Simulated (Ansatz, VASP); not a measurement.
Two plane-wave programs on BaTe

```
CELL_PARAMETERS angstrom
0.00000 3.46174 3.54988
3.46174 0.00000 3.54988
3.46174 3.46174 0.00000
ATOMIC_POSITIONS crystal
Ba 0.00000 0.00000 0.00000
Te 0.50000 0.50000 0.50000
```

Change from the starting cell: epitaxial_xy strain -2.0%.

Alike in both runs: task single point; functional r2SCAN; k mesh 6 × 6 × 6; no spin polarisation.

|  | VASP | Ansatz |
| --- | --- | --- |
| version | VASP 6.6.1 | Ansatz 0.2.0 |
| potentials or method | VASP PAW PBE potentials, release 64 (Ba_sv, Te) | plane waves, PAW |
| plane-wave cutoff (eV) | 520 | 500 |
| occupations | gaussian, width 0.01 eV | fixed |
| valence electrons in the cell | 16 | 26 |

|  | VASP | Ansatz | Ansatz less VASP |
| --- | --- | --- | --- |
| gap on the k mesh at the Fermi level (eV) | 1.83 | 1.91 | +0.081 |
| pressure (GPa) | 1.6 | 1.2 | -0.36 |
| traceless stress, the component that is largest in VASP (GPa) | -1.27 | -1.20 | +0.067 |

VASP's potentials were made for PBE, not for r2SCAN. VASP's potentials hold 16 valence electrons a cell and Ansatz's 26, so a difference there can come from the potentials and not from the codes.

Spin-orbit coupling is off throughout.
